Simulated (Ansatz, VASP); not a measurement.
## Si4Mo3: VASP beside Ansatz

```
Si Mo
1.0
     5.12527    0.00000    0.00000
     0.00000    5.12527    0.00000
     0.00000    0.00000    4.56974
Si Mo
4 3
Direct
  0.72541 0.00000 0.51594
  0.27459 0.00000 0.51594
  0.00000 0.72541 0.51594
  0.00000 0.27459 0.51594
  0.50000 0.00000 0.13246
  0.00000 0.50000 0.13246
  0.50000 0.50000 0.94662
```

Alike in both runs: task relaxation of cell and atoms; functional PBE; k mesh 3 × 3 × 4; occupations gaussian, width 0.2 eV; no spin polarisation.

|  | VASP | Ansatz |
| --- | --- | --- |
| version | VASP 6.6.1 | Ansatz 0.2.0 |
| potentials or method | VASP PAW PBE potentials, release 64 (Si, Mo_sv), cutoff 500 eV | scalar-relativistic, plane waves, PAW |
| valence electrons in the cell | 58 | 58 |

Ansatz gave:

- gap on the k mesh at the Fermi level, each at its own relaxed structure (eV): none
- relaxed volume (Å³/atom): 18.58
- relaxed cell length with the largest relative difference (Å): 5.317

Problem. What did VASP give for the same quantities?

Solution. gap on the k mesh at the Fermi level, each at its own relaxed structure (eV): none; relaxed volume (Å³/atom): 18.92; relaxed cell length with the largest relative difference (Å): 5.355.

A gap of «none» marks a metal or a gap that the smearing closes.

The k mesh is coarse, so the values compare programs but aren't converged.
